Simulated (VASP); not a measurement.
Si2W: single point with PBE

Crystal: Si2W.

```xyz
3
Lattice="-1.6063 1.6063 3.9010 1.6063 -1.6063 3.9010 1.6063 1.6063 -3.9010" Properties=species:S:1:pos:R:3 pbc="T T T"
Si    0.0000    0.0000    2.6143
Si    0.0000    0.0000    5.1877
W     0.0000    0.0000    0.0000
```

| Item | Value |
| --- | --- |
| Program | VASP 6.6.1 |
| Task | single point |
| Functional | PBE |
| Potentials or basis | VASP PAW PBE potentials, release 64 (Si, W_sv) |
| Cutoff | 520 eV |
| k mesh | 12 × 12 × 12 |
| Occupations | fermi-dirac, width 0.02 eV |
| Spin | no spin polarisation |

The pressure is 4.5 GPa and the largest force is 0.159 eV/Å. The band gap on the k mesh is zero (band 11 reaches 12.74 eV, above the bottom of band 12 at 11.47 eV).

Forces in eV/Å, atoms in the order of the input:
```
Si   0.000  0.000 -0.159
Si   0.000  0.000  0.159
W    0.000  0.000  0.000
```

Stress tensor (GPa, compression positive):
```
3.84 0.00 0.00
0.00 3.84 0.00
0.00 0.00 5.90
```

Levels at points of the mesh, in eV from the Fermi level:
```tsv
k point	band 7	band 8	band 9	band 10	band 11	band 12	band 13	band 14	band 15	band 16
(0.00, 0.00, 0.00)	-3.72	-3.38	-2.89	-2.89	0.56	2.74	2.91	3.00	3.00	4.65
(0.50, 0.00, 0.00)	-5.79	-4.90	-2.87	-2.79	-0.47	2.68	2.77	3.94	4.46	5.06
(0.50, 0.50, 0.00)	-6.04	-5.51	-5.05	-3.28	-1.82	2.84	2.95	3.11	3.95	4.29
(0.50, 0.50, 0.50)	-3.90	-2.60	-0.88	-0.88	-0.52	-0.52	0.74	4.56	4.93	6.18
```

It took 100 s on 1 thread of Intel(R) Xeon(R) Platinum 8375C CPU @ 2.90GHz (Ice Lake) (shared host), peak memory 0.28 GiB.

Caveat: spin-orbit coupling is left out, which moves the levels of the heavy elements.
